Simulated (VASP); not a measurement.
# HfN (Fm-3m) in VASP: a series of runs, part 2 of 2

VASP 6.6.1. The steps go on from the part before.

### 3 Relaxation of cell and atoms, RPBE+D4

Input file INCAR:

```
ALGO = Normal
EDIFF = 1E-7
EDIFFG = -0.01
ENCUT = 600
GGA = RP
GGA_COMPAT = False
IBRION = 2
ISIF = 3
ISMEAR = -1
IVDW = 13
LASPH = True
LCHARG = False
LREAL = False
LWAVE = False
NELM = 120
NELMIN = 4
NSW = 80
PREC = Accurate
SIGMA = 0.05
```

Input file KPOINTS:

```
k-points
0
Gamma
  10 10 10
```

Input file POSCAR:

```
HfN
1.0
    0.0000000000      2.2560000000      2.2560000000
    2.2560000000      0.0000000000      2.2560000000
    2.2560000000      2.2560000000      0.0000000000
Hf N
1 1
Direct
    0.0000000000      0.0000000000      0.0000000000
    0.5000000000      0.5000000000      0.5000000000
```

Potentials or basis: VASP PAW PBE potentials, release 64 (Hf_pv, N).

Started as:

```console
cat potpaw_PBE.64/Hf_pv/POTCAR potpaw_PBE.64/N/POTCAR > POTCAR
mpirun -np 1 vasp_std > vasp.out
```

OUTCAR:

```text
EDIFF = 1E-7
   EDIFFG = -0.01
   ENCUT = 600
   GGA = RP
   IBRION = 2
   ISIF = 3
   ISMEAR = -1
   IVDW = 13
   LASPH = True
   LREAL = False
   NELM = 120
   NELMIN = 4
   NSW = 80
   PREC = Accurate

 ion  position               nearest neighbor table
   1  0.000  0.000  0.000-   2 2.26   2 2.26   2 2.26   2 2.26   2 2.26   2 2.26
   2  0.500  0.500  0.500-   1 2.26   1 2.26   1 2.26   1 2.26   1 2.26   1 2.26

  LATTYP: Found a face centered cubic cell.
 ALAT       =     4.5120000000

  Lattice vectors:

 A1 = (   0.0000000000,   2.2560000000,   2.2560000000)
 A2 = (   2.2560000000,   0.0000000000,   2.2560000000)
 A3 = (   2.2560000000,   2.2560000000,   0.0000000000)

Analysis of symmetry for initial positions (statically):
=====================================================================
 Subroutine PRICEL returns:
 Original cell was already a primitive cell.

 Routine SETGRP: Setting up the symmetry group for a
 face centered cubic supercell.

 Subroutine GETGRP returns: Found 48 space group operations
 (whereof 48 operations were pure point group operations)
 out of a pool of 48 trial point group operations.

The static configuration has the point symmetry O_h .

Analysis of symmetry for dynamics (positions and initial velocities):
=====================================================================
 Subroutine PRICEL returns:
 Original cell was already a primitive cell.

 Routine SETGRP: Setting up the symmetry group for a
 face centered cubic supercell.

 Subroutine GETGRP returns: Found 48 space group operations
 (whereof 48 operations were pure point group operations)
 out of a pool of 48 trial point group operations.

The dynamic configuration has the point symmetry O_h .

 Subroutine INISYM returns: Found 48 space group operations
 (whereof 48 operations are pure point group operations),
 and found     1 'primitive' translations

----------------------------------------------------------------------------------------

                                     Primitive cell

  volume of cell :      22.9640

  direct lattice vectors                    reciprocal lattice vectors
     0.000000000  2.256000000  2.256000000    -0.221631206  0.221631206  0.221631206
     2.256000000  0.000000000  2.256000000     0.221631206 -0.221631206  0.221631206
     2.256000000  2.256000000  0.000000000     0.221631206  0.221631206 -0.221631206

  length of vectors
     3.190465797  3.190465797  3.190465797     0.383876509  0.383876509  0.383876509

  position of ions in fractional coordinates (direct lattice)
     0.000000000  0.000000000  0.000000000
     0.500000000  0.500000000  0.500000000

  ion indices of the primitive-cell ions
   primitive index   ion index
                 1           1
                 2           2

----------------------------------------------------------------------------------------

 KPOINTS: k-points

Automatic generation of k-mesh.
 Grid dimensions read from file:
 generate k-points for:   10   10   10

 Generating k-lattice:

  Cartesian coordinates                     Fractional coordinates (reciprocal lattice)
    -0.022163121  0.022163121  0.022163121     0.100000000  0.000000000  0.000000000
     0.022163121 -0.022163121  0.022163121     0.000000000  0.100000000  0.000000000
     0.022163121  0.022163121 -0.022163121     0.000000000  0.000000000  0.100000000

  Length of vectors
     0.038387651  0.038387651  0.038387651

  Shift w.r.t. Gamma in fractional coordinates (k-lattice)
     0.000000000  0.000000000  0.000000000

 Subroutine IBZKPT returns following result:
 ===========================================

 Found     47 irreducible k-points:

 Following reciprocal coordinates:
            Coordinates               Weight
  0.000000  0.000000  0.000000      1.000000
  0.100000  0.000000  0.000000      8.000000
  0.200000  0.000000  0.000000      8.000000
  0.300000  0.000000  0.000000      8.000000
  0.400000  0.000000  0.000000      8.000000
  0.500000  0.000000  0.000000      4.000000
[... 16 lines left out ...]
  0.300000  0.300000  0.000000      6.000000
  0.400000  0.300000  0.000000     24.000000
 [... further k-points ...]
   k-points           NKPTS =     47   k-points in BZ     NKDIM =     47   number of bands    NBANDS=     11
   number of dos      NEDOS =    301   number of ions     NIONS =      2
   total plane-waves  NPLWV =  21952
   dimension x,y,z NGX =    28 NGY =   28 NGZ =   28
   dimension x,y,z NGXF=    56 NGYF=   56 NGZF=   56
   ions per type =               1   1
   NGX,Y,Z   is equivalent  to a cutoff of  14.59, 14.59, 14.59 a.u.
   NGXF,Y,Z  is equivalent  to a cutoff of  29.18, 29.18, 29.18 a.u.
 SYSTEM =  unknown system
   PREC   = accura    normal or accurate (medium, high low for compatibility)
   ISTART =      0    job   : 0-new  1-cont  2-samecut
   ICHARG =      2    charge: 1-file 2-atom 10-const
   ISPIN  =      1    spin polarized calculation?
   LNONCOLLINEAR =      F non collinear calculations
   LSORBIT =      F    spin-orbit coupling
   LASPH  =      T    aspherical Exc in radial PAW
   ENCUT  =  600.0 eV  44.10 Ry    6.64 a.u.   6.37  6.37  6.37*2*pi/ulx,y,z
   NELM   =    120;   NELMIN=  4; NELMDL= -5     # of ELM steps
   EDIFF  = 0.1E-06   stopping-criterion for ELM
   LREAL  =      F    real-space projection
   EDIFFG = -.1E-01   stopping-criterion for IOM
   NSW    =     80    number of steps for IOM
   IBRION =      2    ionic relax: 0-MD 1-quasi-New 2-CG
   NFREE  =      1    steps in history (QN), initial steepest desc. (CG)
   ISIF   =      3    stress and relaxation
   ISYM   =      2    0-nonsym 1-usesym 2-fastsym
   POTIM  = 0.5000    time-step for ionic-motion
   TEBEG  =    0.0;   TEEND  =   0.0 temperature during run
   PSTRESS=    0.0 pullay stress
   NELECT =      15.0000    total number of electrons
   NUPDOWN=      -1.0000    fix difference up-down
   EMIN   =  10.00;   EMAX   =-10.00  energy-range for DOS
   EFERMI =   0.00;   METHOD = LEGACY
   ISMEAR =    -1;   SIGMA  =   0.05  broadening in eV -4-tet -1-fermi 0-gaus
   EFERMI_NEDOS =   21; number of points for ismear=-14 and -15
   IALGO  =     38    algorithm
   IMIX   =      4    mixing-type and parameters
     AMIX     =   0.40;   BMIX     =  1.00
     AMIX_MAG =   1.60;   BMIX_MAG =  1.00
  volume/ion in A,a.u.               =      11.48        77.48
  Fermi-wavevector in a.u.,A,eV,Ry     =   1.420440  2.684242 27.451783  2.017649
  Thomas-Fermi vector in A             =   2.541355
   LORBIT       =      0    0 simple, 1 ext, 2 COOP (PROOUT), +10 PAW based schemes
   GGA     = RP    functional components
   LHFCALC =     F    Hartree Fock is set to
   AEXX    =    0.0000 exact exchange contribution
   IVDW    =    13    specifies the selected vdW correction
   LEPSILON=     F    determine dielectric tensor
   LRPA    =     F    only Hartree local field effects (RPA)
 conjugate gradient relaxation of ions
 non-spin polarized calculation
  energy-cutoff  :      600.00
  volume of cell :       22.96
 maximum number of plane-waves:       785
 NGX is ok and might be reduce to    28
   NGX = 13   NGY = 13   NGZ = 13

--------------------------------------- Ionic step        1  -------------------------------------------

 number of electron      15.0000002 magnetization

 Free energy of the ion-electron system (eV)
  ---------------------------------------------------
  ext. energy  EPLUGINS =         0.00000000
  ---------------------------------------------------
  free energy    TOTEN  =       -20.75117501 eV

  energy without entropy =      -20.74467704  energy(sigma->0) =      -20.74792603

------------------------ aborting loop because EDIFF is reached ----------------------------------------

  DFT-D4 for vdW energy calculation

  Edisp (eV):   -1.09072
[... 71 lines left out ...]
--------------------------------------- Ionic step        3  -------------------------------------------

 number of electron      15.0000002 magnetization

 Free energy of the ion-electron system (eV)
  ---------------------------------------------------
  ext. energy  EPLUGINS =         0.00000000
  ---------------------------------------------------
  free energy    TOTEN  =       -20.74315194 eV

  energy without entropy =      -20.73668206  energy(sigma->0) =      -20.73991700

 E-fermi :   8.6463     XC(G=0): -12.7101

 val. band max:        8.5987240992   @ k =  -0.4000   0.3000   0.0000
 cond. band min:       8.6553434189   @ k =  -0.1000   0.1000   0.0000
 fundamental gap:      0.0566193197
 Fermi energy:         8.6462782447

 k-point     1 :       0.0000    0.0000    0.0000
  band No.  band energies     occupation
      1     -22.5596      2.00000
      2     -22.5596      2.00000
      3     -22.5596      2.00000
      4      -9.0551      2.00000
      5       5.5330      2.00000
      6       5.5330      2.00000
      7       5.5330      2.00000
      8       8.2649      1.99903
      9       8.2649      1.99903
     10       8.2649      1.99903
     11      10.4605      0.00000
[... 309 lines left out ...]
 k-point    24 :       0.4000    0.3000    0.0000
  band No.  band energies     occupation
      1     -23.2525      2.00000
      2     -22.8304      2.00000
      3     -22.8006      2.00000
      4      -7.6590      2.00000
      5       1.9463      2.00000
      6       3.9446      2.00000
      7       4.4292      2.00000
      8       6.1044      2.00000
      9      12.7465      0.00000
     10      13.2474      0.00000
     11      13.4233      0.00000

 [... further k-points ...]

------------------------ aborting loop because EDIFF is reached ----------------------------------------

  DFT-D4 for vdW energy calculation

  Edisp (eV):   -1.09940
[... 25 lines left out ...]
  FREE ENERGIE OF THE ION-ELECTRON SYSTEM (eV)
  ---------------------------------------------------
  free  energy   TOTEN  =       -21.8425482251 eV

  energy  without entropy=      -21.8360783514  energy(sigma->0) =      -21.83931329

 reached required accuracy - stopping structural energy minimisation
```

OSZICAR:

```text
N       E                     dE             d eps       ncg     rms          rms(c)
DAV:   1     0.482807792010E+02    0.48281E+02   -0.89785E+03  1034   0.144E+03
DAV:   2    -0.211582528622E+02   -0.69439E+02   -0.65520E+02  1436   0.282E+02
DAV:   3    -0.236971159117E+02   -0.25389E+01   -0.25259E+01  1354   0.483E+01
[... 26 lines left out ...]
DAV:   4    -0.207431612131E+02    0.37153E-04   -0.14477E-04  1304   0.127E-01    0.223E-01
DAV:   5    -0.207431526284E+02    0.85847E-05   -0.15714E-05  1212   0.348E-02    0.216E-02
DAV:   6    -0.207431517795E+02    0.84883E-06   -0.15725E-06  1297   0.131E-02    0.647E-03
DAV:   7    -0.207431519462E+02   -0.16667E-06   -0.55081E-08   649   0.261E-03    0.197E-03
DAV:   8    -0.207431519382E+02    0.80217E-08   -0.13666E-08   574   0.119E-03
   3 F= -.21842548E+02 E0= -.21839313E+02  d E =-.651843E-03
```

CONTCAR:

```text
HfN
   1.00000000000000
    -0.0000000000000000    2.2516068446441979    2.2516068446441979
     2.2516068446441979    0.0000000000000000    2.2516068446441979
     2.2516068446441979    2.2516068446441979    0.0000000000000000
  Hf              N
     1     1
Direct
     0.0000000000000000    0.0000000000000000    0.0000000000000000
     0.5000000000000000    0.5000000000000000    0.5000000000000000

  0.00000000E+00  0.00000000E+00  0.00000000E+00
  0.00000000E+00  0.00000000E+00  0.00000000E+00
```

It took 43 s on 1 thread of AMD EPYC 7R13 (Zen 3), shared host; peak memory 0.15 GiB.

What came out:

| Property | Result |
| --- | --- |
| Free energy | -21.8425 eV |
| Relaxed volume | 11.42 Å³/atom |
| Relaxed cell | a = 3.184 Å, b = 3.184 Å, c = 3.184 Å, α = 60.00°, β = 60.00°, γ = 60.00° |
| Space group after relaxing (to 0.1 Å) | Fm-3m (No. 225) |
| Energy gained by relaxing | 0.3 meV/atom |
| Ionic steps | 3 |
| Pressure after relaxing | 0.0 GPa |
| Band gap on the k mesh | zero (an odd number of electrons rules out a gap without spin polarisation) |
| Dispersion energy per atom | -0.550 eV |

The path:
```
step  energy change (eV)  largest force (eV/Å)  pressure (GPa)  volume (Å³)
   1              0.0000                0.0000           -1.54        22.96
   2              0.0014                0.0000            2.82        22.60
   3             -0.0007                0.0000            0.01        22.83
```

Final structure:
```
CELL_PARAMETERS angstrom
0.00000 2.25161 2.25161
2.25161 0.00000 2.25161
2.25161 2.25161 0.00000
ATOMIC_POSITIONS crystal
Hf 0.00000 0.00000 0.00000
N 0.50000 0.50000 0.50000
```

Levels at points of the mesh, in eV from the Fermi level:
| k point | band 4 | band 5 | band 6 | band 7 | band 8 | band 9 | band 10 | band 11 |
| --- | --- | --- | --- | --- | --- | --- | --- | --- |
| (0.00, 0.00, 0.00) | -17.70 | -3.11 | -3.11 | -3.11 | -0.38 | -0.38 | -0.38 | 1.81 |
| (0.50, 0.00, 0.00) | -14.95 | -9.00 | -6.29 | -6.29 | 3.29 | 3.73 | 3.73 | 4.40 |
| (0.50, 0.50, 0.00) | -16.62 | -5.49 | -3.89 | -3.78 | -3.78 | 4.12 | 5.57 | 5.65 |

Caveat: the PAW data sets were made with another functional, which shifts forces and pressure a little; spin-orbit coupling is left out, which moves the levels of the heavy elements.

### 4 Relaxation of cell and atoms, PBE

Input file INCAR:

```
SYSTEM = HfN
ALGO     = Normal         ! electronic algorithm
EDIFF    = 1E-7           ! SCF threshold, eV
EDIFFG   = -0.005         ! ionic threshold
ENCUT    = 600            ! plane-wave cutoff, eV
GGA      = PE             ! functional
GGA_COMPAT= .False.      
IBRION   = 2              ! ionic algorithm
ISIF     = 3              ! what is computed and relaxed
ISMEAR   = -1             ! smearing method
LASPH    = .True.         ! aspherical terms in the spheres
LCHARG   = .False.        ! write CHGCAR
LREAL    = .False.        ! projectors in reciprocal space
LWAVE    = .False.        ! write WAVECAR
NELM     = 120            ! most SCF steps
NELMIN   = 4            
NSW      = 80             ! ionic steps
PREC     = Accurate       ! precision mode
SIGMA    = 0.05           ! smearing width, eV
```

Input file KPOINTS:

```
k-points
0
Gamma
  10 10 10
  0 0 0
```

POSCAR is that of step 3.

Started as:

```console
cat potpaw_PBE.64/Hf_pv/POTCAR potpaw_PBE.64/N/POTCAR > POTCAR
mpirun -np 1 vasp_std > vasp.out
```

Wall time 39 s (1 thread of AMD EPYC 7R13 (Zen 3), shared host); peak memory 0.14 GiB.

It converged, with:

- Free energy: -21.7549 eV
- Relaxed volume: 11.65 Å³/atom
- Relaxed cell: a = 3.206 Å, b = 3.206 Å, c = 3.206 Å, α = 60.00°, β = 60.00°, γ = 60.00°
- Space group after relaxing (to 0.1 Å): Fm-3m (No. 225)
- Energy gained by relaxing: 2.1 meV/atom
- Ionic steps: 3
- Pressure after relaxing: 0.0 GPa
- Band gap on the k mesh: zero (an odd number of electrons rules out a gap without spin polarisation)

The path:
```csv
step,energy change (eV),largest force (eV/Å),pressure (GPa),volume (Å³)
1,0.0000,0.0000,4.11,22.96
2,0.0103,0.0000,-7.01,23.96
3,-0.0043,0.0000,-0.02,23.31
```

Final structure:
```
CELL_PARAMETERS angstrom
0.00000 2.26718 2.26718
2.26718 0.00000 2.26718
2.26718 2.26718 0.00000
ATOMIC_POSITIONS crystal
Hf 0.00000 0.00000 0.00000
N 0.50000 0.50000 0.50000
```

Levels at points of the mesh, in eV from the Fermi level:
```
           k point  band 6  band 7  band 8  band 9  band 10  band 11
(0.00, 0.00, 0.00)   -3.06   -3.06   -0.38   -0.38    -0.38     1.65
(0.50, 0.00, 0.00)   -6.17   -6.17    3.19    3.61     3.61     4.33
(0.50, 0.50, 0.00)   -3.80   -3.73   -3.73    4.01     5.41     5.43
```

Caveat: spin-orbit coupling is left out, which moves the levels of the heavy elements. Zero-point motion and thermal expansion aren't in these numbers.

### 5 Summary

| level | gap on the mesh (eV) | pressure (GPa) | relaxed volume (Å³/atom) |
| --- | --- | --- | --- |
| PBEsol | none | 0.0 | 11.31 |
| RPBE+D4 | none | 0.0 | 11.42 |
| PBE | none | 0.0 | 11.65 |

Alike in all rows: task relaxation of cell and atoms; potentials or basis VASP PAW PBE potentials, release 64 (Hf_pv, N); no spin polarisation; cell relaxed; k mesh 10 × 10 × 10; cutoff (eV) 600; smearing fermi-dirac 0.05 eV.

Caveats: spin-orbit coupling is left out, which moves the levels of the heavy elements; the PAW data sets were made with another functional, which shifts forces and pressure a little (at least some runs).

Absolute energies hang on the potentials; compare differences alone.

The gap in the log of VASP goes by the Fermi energy; the results here count the filled bands.